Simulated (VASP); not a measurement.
Wanted: the native input for a VASP 6.6.1 run.

* Task: single point
* Functional: PBE
* Potentials or basis: VASP PAW PBE potentials, release 64 (C)
* Cutoff: 520 eV
* k mesh: 10 × 10 × 4
* Occupations: methfessel-paxton, width 0.05 eV
* Spin: no spin polarisation
* Dipole correction: no
* Further INCAR settings: ALGO = Normal; EDIFF = 1e-06; NBANDS = 16

The structure of C lies in POSCAR:

```
C
1.0
    2.4700000000      0.0000000000      0.0000000000
   -1.2350000000      2.1390830000      0.0000000000
    0.0000000000      0.0000000000      6.7900000000
C
4
Direct
    0.0000000000      0.0000000000      0.0000000000
    0.0000000000      0.0000000000      0.5000000000
    0.3333333333      0.6666666667      0.0050000000
    0.6666666667      0.3333333333      0.5050000000
```

One way to write it, as run:

INCAR

```
ALGO = Normal
EDIFF = 1E-6
ENCUT = 520
GGA = PE
ISIF = 2
ISMEAR = 1
LASPH = T
LCHARG = T
LELF = T
LREAL = F
LVHAR = T
LWAVE = F
NBANDS = 16
NELM = 60
PREC = Accurate
SIGMA = 0.05
```

KPOINTS

```
k-points
0
Gamma
  10 10 4
```

Potentials or basis: VASP PAW PBE potentials, release 64 (C).

Command:

```console
$ cat potpaw_PBE.64/C/POTCAR > POTCAR
$ mpirun -np 1 vasp_std > vasp.out
```

It gave:

```yaml
Pressure: 0.0 GPa
Largest_force: 0.568 eV/Å
Band_gap_on_the_k_mesh: 1.26 eV, direct
```

Caveat: this functional lacks dispersion, which binds the layers, so the pressure and a relaxed spacing across them are unreliable.

Run time: 8.8 s on 1 thread of Intel(R) Xeon(R) 6975P-C (Granite Rapids) (shared host), peak memory 0.14 GiB.
